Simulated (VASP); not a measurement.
# Hf (Im-3m) in VASP: further runs

Runs on Hf. Level: r2SCAN. Tasks: single point.

Everything below comes from runs of VASP 6.6.1. Logs are shortened: lines on timing, memory, paths and dates and some standing lists are left out, and cuts for length are marked.

### 1 The cell of the first run

Symmetry: Im-3m, No. 229, cubic system. The conventional cell has a = 3.361 Å, b = 3.361 Å, c = 3.361 Å, α = 90.00°, β = 90.00°, γ = 90.00°. Hf (site symmetry m-3m) has 14 Hf at 2.91 to 3.36 Å within 3.8 Å.

This isn't the form of Hf at room conditions, which is hcp.

### 2 Single point, r2SCAN

File POSCAR:

```
Hf
1.0
   -1.6807239147      1.6807239147      1.6807239147
    1.6807239147     -1.6807239147      1.6807239147
    1.6807239147      1.6807239147     -1.6807239147
Hf
1
Direct
    0.0000000000      0.0000000000      0.0000000000
```

File INCAR.step1:

```
SYSTEM = Hf
PREC = Accurate
ENCUT = 550
ISMEAR = -1
SIGMA = 0.1
LREAL = .False.
LASPH = .True.
NELM = 120
NBANDS = 11
GGA = PE
ALGO = Normal
EDIFF = 1E-5
LWAVE = .True.
LCHARG = .False.
GGA_COMPAT = .False.
```

File INCAR.step2:

```
SYSTEM = Hf
PREC = Accurate
ENCUT = 550
EDIFF = 1E-6
ISMEAR = -1
SIGMA = 0.1
LREAL = .False.
LASPH = .True.
NELM = 120
ALGO = Normal
ISIF = 2
LWAVE = .False.
LCHARG = .False.
METAGGA = R2SCAN
LMIXTAU = .True.
NBANDS = 11
ISTART = 1
GGA_COMPAT = .False.
```

File KPOINTS:

```
Automatic mesh
0
Gamma
  10 10 10
  0 0 0
```

Potentials or basis: VASP PAW PBE potentials, release 64 (Hf_pv).

The run is started by

```bash
$ cat potpaw_PBE.64/Hf_pv/POTCAR > POTCAR
$ cp INCAR.step1 INCAR
$ mpirun -np 1 vasp_std > vasp.out
$ cp INCAR.step2 INCAR
$ mpirun -np 1 vasp_std > vasp.out
```

OUTCAR:

```text
SYSTEM = Hf
   PREC = Accurate
   ENCUT = 550
   EDIFF = 1E-6
   ISMEAR = -1
   LREAL = .False.
   LASPH = .True.
   NELM = 120
   ISIF = 2
   METAGGA = R2SCAN
   ISTART = 1

 ion  position               nearest neighbor table
   1  0.000  0.000  0.000-

  LATTYP: Found a body centered cubic cell.
 ALAT       =     3.3614478294

  Lattice vectors:

 A1 = (  -1.6807239147,   1.6807239147,   1.6807239147)
 A2 = (   1.6807239147,  -1.6807239147,   1.6807239147)
 A3 = (   1.6807239147,   1.6807239147,  -1.6807239147)

Analysis of symmetry for initial positions (statically):
=====================================================================
 Subroutine PRICEL returns:
 Original cell was already a primitive cell.

 Routine SETGRP: Setting up the symmetry group for a
 body centered cubic supercell.

 Subroutine GETGRP returns: Found 48 space group operations
 (whereof 48 operations were pure point group operations)
 out of a pool of 48 trial point group operations.

The static configuration has the point symmetry O_h .

Analysis of symmetry for dynamics (positions and initial velocities):
=====================================================================
 Subroutine PRICEL returns:
 Original cell was already a primitive cell.

 Routine SETGRP: Setting up the symmetry group for a
 body centered cubic supercell.

 Subroutine GETGRP returns: Found 48 space group operations
 (whereof 48 operations were pure point group operations)
 out of a pool of 48 trial point group operations.

The dynamic configuration has the point symmetry O_h .

 Subroutine INISYM returns: Found 48 space group operations
 (whereof 48 operations are pure point group operations),
 and found     1 'primitive' translations

----------------------------------------------------------------------------------------

                                     Primitive cell

  volume of cell :      18.9911

  direct lattice vectors                    reciprocal lattice vectors
    -1.680723915  1.680723915  1.680723915     0.000000000  0.297490858  0.297490858
     1.680723915 -1.680723915  1.680723915     0.297490858  0.000000000  0.297490858
     1.680723915  1.680723915 -1.680723915     0.297490858  0.297490858  0.000000000

  length of vectors
     2.911099214  2.911099214  2.911099214     0.420715607  0.420715607  0.420715607

  position of ions in fractional coordinates (direct lattice)
     0.000000000  0.000000000  0.000000000

  ion indices of the primitive-cell ions
   primitive index   ion index
                 1           1

----------------------------------------------------------------------------------------

 KPOINTS: Automatic mesh

Automatic generation of k-mesh.
 Grid dimensions read from file:
 generate k-points for:   10   10   10

 Generating k-lattice:

  Cartesian coordinates                     Fractional coordinates (reciprocal lattice)
     0.000000000  0.029749086  0.029749086     0.100000000  0.000000000  0.000000000
     0.029749086  0.000000000  0.029749086     0.000000000  0.100000000  0.000000000
     0.029749086  0.029749086  0.000000000     0.000000000  0.000000000  0.100000000

  Length of vectors
     0.042071561  0.042071561  0.042071561

  Shift w.r.t. Gamma in fractional coordinates (k-lattice)
     0.000000000  0.000000000  0.000000000

 Subroutine IBZKPT returns following result:
 ===========================================

 Found     47 irreducible k-points:

 Following reciprocal coordinates:
            Coordinates               Weight
  0.000000  0.000000  0.000000      1.000000
  0.100000  0.000000  0.000000     12.000000
  0.200000  0.000000  0.000000     12.000000
  0.300000  0.000000  0.000000     12.000000
  0.400000  0.000000  0.000000     12.000000
  0.500000  0.000000  0.000000      6.000000
[... 16 lines left out ...]
  0.300000  0.300000  0.100000      8.000000
 -0.300000  0.300000  0.100000     24.000000
 [... further k-points ...]
   k-points           NKPTS =     47   k-points in BZ     NKDIM =     47   number of bands    NBANDS=     11
   number of dos      NEDOS =    301   number of ions     NIONS =      1
   total plane-waves  NPLWV =  13824
   dimension x,y,z NGX =    24 NGY =   24 NGZ =   24
   dimension x,y,z NGXF=    48 NGYF=   48 NGZF=   48
   ions per type =               1
   NGX,Y,Z   is equivalent  to a cutoff of  13.71, 13.71, 13.71 a.u.
   NGXF,Y,Z  is equivalent  to a cutoff of  27.41, 27.41, 27.41 a.u.
 SYSTEM =  Hf
   PREC   = accura    normal or accurate (medium, high low for compatibility)
   ISTART =      1    job   : 0-new  1-cont  2-samecut
   ICHARG =      0    charge: 1-file 2-atom 10-const
   ISPIN  =      1    spin polarized calculation?
   LNONCOLLINEAR =      F non collinear calculations
   LSORBIT =      F    spin-orbit coupling
   LASPH  =      T    aspherical Exc in radial PAW
   ENCUT  =  550.0 eV  40.42 Ry    6.36 a.u.   5.57  5.57  5.57*2*pi/ulx,y,z
   NELM   =    120;   NELMIN=  2; NELMDL=  0     # of ELM steps
   EDIFF  = 0.1E-05   stopping-criterion for ELM
   LREAL  =      F    real-space projection
   EDIFFG = 0.1E-04   stopping-criterion for IOM
   NSW    =      0    number of steps for IOM
   IBRION =     -1    ionic relax: 0-MD 1-quasi-New 2-CG
   NFREE  =      0    steps in history (QN), initial steepest desc. (CG)
   ISIF   =      2    stress and relaxation
   ISYM   =      2    0-nonsym 1-usesym 2-fastsym
   POTIM  = 0.5000    time-step for ionic-motion
   TEBEG  =    0.0;   TEEND  =   0.0 temperature during run
   PSTRESS=    0.0 pullay stress
   NELECT =      10.0000    total number of electrons
   NUPDOWN=      -1.0000    fix difference up-down
   EMIN   =  10.00;   EMAX   =-10.00  energy-range for DOS
   EFERMI =   0.00;   METHOD = LEGACY
   ISMEAR =    -1;   SIGMA  =   0.10  broadening in eV -4-tet -1-fermi 0-gaus
   EFERMI_NEDOS =   21; number of points for ismear=-14 and -15
   IALGO  =     38    algorithm
   IMIX   =      4    mixing-type and parameters
     AMIX     =   0.40;   BMIX     =  1.00
     AMIX_MAG =   1.60;   BMIX_MAG =  1.00
  volume/ion in A,a.u.               =      18.99       128.16
  Fermi-wavevector in a.u.,A,eV,Ry     =   1.321981  2.498181 23.777991  1.747633
  Thomas-Fermi vector in A             =   2.451695
   LORBIT       =      0    0 simple, 1 ext, 2 COOP (PROOUT), +10 PAW based schemes
   METAGGA = R2SCAN    functional components
   LHFCALC =     F    Hartree Fock is set to
   AEXX    =    0.0000 exact exchange contribution
   IVDW    =     0    specifies the selected vdW correction
   LEPSILON=     F    determine dielectric tensor
   LRPA    =     F    only Hartree local field effects (RPA)
 non-spin polarized calculation
  energy-cutoff  :      550.00
  volume of cell :       18.99
 maximum number of plane-waves:       586
 NGX is ok and might be reduce to    24
   NGX = 11   NGY = 11   NGZ = 11

 number of electron       9.9999999 magnetization

 Free energy of the ion-electron system (eV)
  ---------------------------------------------------
  ext. energy  EPLUGINS =         0.00000000
  ---------------------------------------------------
  free energy    TOTEN  =       -44.79373965 eV

  energy without entropy =      -44.74415105  energy(sigma->0) =      -44.76894535

 E-fermi :   5.6410     XC(G=0): -13.0258

 val. band max:        5.6318039345   @ k =   0.3000   0.2000   0.1000
 cond. band min:       5.7201682229   @ k =   0.2000   0.2000   0.0000
 fundamental gap:      0.0883642884
 Fermi energy:         5.6409804472

 k-point     1 :       0.0000    0.0000    0.0000
  band No.  band energies     occupation
      1     -24.6764      2.00000
      2     -24.6764      2.00000
      3     -24.6764      2.00000
      4      -2.2606      2.00000
      5       7.5052      0.00000
      6       7.5052      0.00000
      7       7.5052      0.00000
      8      10.8247      0.00000
      9      10.8247      0.00000
     10      18.3720      0.00000
     11      20.4014      0.00000

 k-point     2 :       0.1000    0.0000    0.0000
  band No.  band energies     occupation
      1     -24.8272      2.00000
      2     -24.7202      2.00000
      3     -24.6778      2.00000
      4      -1.7986      2.00000
      5       7.1684      0.00000
      6       7.3350      0.00000
      7       7.9621      0.00000
      8      10.3344      0.00000
      9      10.8121      0.00000
     10      18.3720      0.00000
     11      20.8506      0.00000

 k-point     3 :       0.2000    0.0000    0.0000
  band No.  band energies     occupation
      1     -25.2059      2.00000
      2     -24.8332      2.00000
      3     -24.6816      2.00000
      4      -0.5824      2.00000
      5       6.4064      0.00095
      6       6.6126      0.00012
      7       9.2888      0.00000
      8      10.0795      0.00000
      9      10.8774      0.00000
     10      18.3720      0.00000
     11      21.3855      0.00000

 k-point     4 :       0.3000    0.0000    0.0000
  band No.  band energies     occupation
      1     -25.6456      2.00000
      2     -24.9697      2.00000
      3     -24.6865      2.00000
      4       0.8108      2.00000
      5       5.6267      1.07152
      6       6.0087      0.04933
      7      10.5105      0.00000
      8      11.1765      0.00000
      9      11.3385      0.00000
     10      18.3721      0.00000
     11      20.0721      0.00000
[... 239 lines left out ...]
 k-point    22 :      -0.2000    0.2000    0.1000
  band No.  band energies     occupation
      1     -25.2104      2.00000
      2     -24.8801      2.00000
      3     -24.7921      2.00000
      4      -0.1732      2.00000
      5       6.6969      0.00005
      6       6.7764      0.00002
      7       8.5935      0.00000
      8       9.1184      0.00000
      9      11.8068      0.00000
     10      18.3720      0.00000
     11      22.0304      0.00000

 k-point    23 :       0.3000    0.3000    0.1000
  band No.  band energies     occupation
      1     -25.5919      2.00000
      2     -25.5919      2.00000
      3     -24.9894      2.00000
      4       3.9425      2.00000
      5       5.1514      1.98516
      6       5.1514      1.98516
      7      11.9210      0.00000
      8      11.9210      0.00000
      9      14.6654      0.00000
     10      18.3722      0.00000
     11      18.7977      0.00000

 k-point    24 :      -0.3000    0.3000    0.1000
  band No.  band energies     occupation
      1     -25.6250      2.00000
      2     -25.0191      2.00000
      3     -24.7921      2.00000
      4       1.2026      2.00000
      5       5.7658      0.44589
      6       6.0527      0.03205
      7       9.1982      0.00000
      8      11.1643      0.00000
      9      12.0126      0.00000
     10      18.3721      0.00000
     11      19.9270      0.00000

 [... further k-points ...]
[... 5 lines left out ...]
  --------------------------------------------------------------------------------------
  -------------------------------------------------------------------------------------
  Total        2.3579228      2.3579228      2.3579228      0.0000000      0.0000000      0.0000000
  in kB      198.9257615    198.9257615    198.9257615      0.0000000      0.0000000      0.0000000
  external PRESSURE =     198.9257615 kB  Pullay stress =       0.0000000 kB

 VOLUME and BASIS-vectors are now :
 -----------------------------------------------------------------------------
  energy-cutoff  :      550.00
  volume of cell :       18.99
      direct lattice vectors                 reciprocal lattice vectors
    -1.680723915  1.680723915  1.680723915     0.000000000  0.297490858  0.297490858
     1.680723915 -1.680723915  1.680723915     0.297490858  0.000000000  0.297490858
     1.680723915  1.680723915 -1.680723915     0.297490858  0.297490858  0.000000000

 POSITION                                       TOTAL-FORCE (eV/Angst)
 -----------------------------------------------------------------------------------
      0.00000      0.00000      0.00000        -0.000000      0.000000      0.000000
 -----------------------------------------------------------------------------------
    total drift:                                0.000000      0.000000     -0.000000

  FREE ENERGIE OF THE ION-ELECTRON SYSTEM (eV)
  ---------------------------------------------------
  free  energy   TOTEN  =       -44.7937396526 eV

  energy  without entropy=      -44.7441510457  energy(sigma->0) =      -44.76894535
```

Wall time 20 s (1 thread of Intel Xeon Platinum 8488C (Sapphire Rapids), shared host); peak memory 0.14 GiB.

What came out:

| Item | Value |
| --- | --- |
| Free energy | -44.7937 eV |
| Pressure | 19.9 GPa |
| Band gap on the k mesh | zero (bands 5 and 6 overlap by 2.82 eV) |

Levels at points of the mesh, in eV from the Fermi level:
| k point | band 1 | band 2 | band 3 | band 4 | band 5 | band 6 | band 7 | band 8 | band 9 | band 10 |
| --- | --- | --- | --- | --- | --- | --- | --- | --- | --- | --- |
| (0.00, 0.00, 0.00) | -30.32 | -30.32 | -30.32 | -7.90 | 1.86 | 1.86 | 1.86 | 5.18 | 5.18 | 12.73 |
| (0.50, 0.00, 0.00) | -31.75 | -30.76 | -30.33 | -4.06 | -0.75 | 1.64 | 5.19 | 6.36 | 9.48 | 11.74 |
| (0.50, 0.50, 0.50) | -31.28 | -31.28 | -31.28 | -3.56 | -3.56 | 8.39 | 8.39 | 8.39 | 9.01 | 9.01 |

Caveat: the cell stands under pressure; the PAW data sets were made with another functional, which shifts forces and pressure a little; spin-orbit coupling is left out, which moves the levels of the heavy elements.

### 3 Single point, r2SCAN

This run uses another cell than the first one, of 20.39 Å³/atom.

File POSCAR:

```
Hf
1.0
   -1.7211290683      1.7211290683      1.7211290683
    1.7211290683     -1.7211290683      1.7211290683
    1.7211290683      1.7211290683     -1.7211290683
Hf
1
Direct
    0.0000000000      0.0000000000      0.0000000000
```

File INCAR.step1:

```
PREC = Accurate
ENCUT = 550
ISMEAR = -1
SIGMA = 0.1
LREAL = F
LASPH = T
NELM = 120
NBANDS = 11
GGA = PE
ALGO = Normal
EDIFF = 1E-5
LWAVE = T
LCHARG = F
GGA_COMPAT = F
```

File INCAR.step2:

```
PREC = Accurate
ENCUT = 550
EDIFF = 1E-6
ISMEAR = -1
SIGMA = 0.1
LREAL = F
LASPH = T
NELM = 120
ALGO = Normal
ISIF = 2
LWAVE = F
LCHARG = T
METAGGA = R2SCAN
LMIXTAU = T
LELF = T
LVHAR = T
NBANDS = 11
ISTART = 1
GGA_COMPAT = F
```

File KPOINTS:

```
Automatic mesh
0
Gamma
  10 10 10
```

Potentials or basis: VASP PAW PBE potentials, release 64 (Hf_pv).

The run is started by

```bash
$ cat potpaw_PBE.64/Hf_pv/POTCAR > POTCAR
$ cp INCAR.step1 INCAR
$ mpirun -np 1 vasp_std > vasp.out
$ cp INCAR.step2 INCAR
$ mpirun -np 1 vasp_std > vasp.out
```

It took 20 s on 1 thread of Intel Xeon Platinum 8488C (Sapphire Rapids), shared host; peak memory 0.14 GiB.

Results (log left out):

* Free energy: -44.9222 eV
* Pressure: 9.7 GPa
* Band gap on the k mesh: zero (bands 5 and 6 overlap by 2.71 eV)

Levels at points of the mesh, in eV from the Fermi level:
```csv
k point,band 2,band 3,band 4,band 5,band 6,band 7,band 8,band 9
"(0.00, 0.00, 0.00)",-30.60,-30.60,-7.68,1.84,1.84,1.84,4.94,4.94
"(0.50, 0.00, 0.00)",-30.95,-30.61,-3.79,-0.57,1.26,4.88,5.97,8.79
"(0.50, 0.50, 0.50)",-31.37,-31.37,-3.16,-3.16,7.82,7.82,7.82,8.32
```

Caveat: the cell stands under pressure; the PAW data sets were made with another functional, which shifts forces and pressure a little; spin-orbit coupling is left out, which moves the levels of the heavy elements.
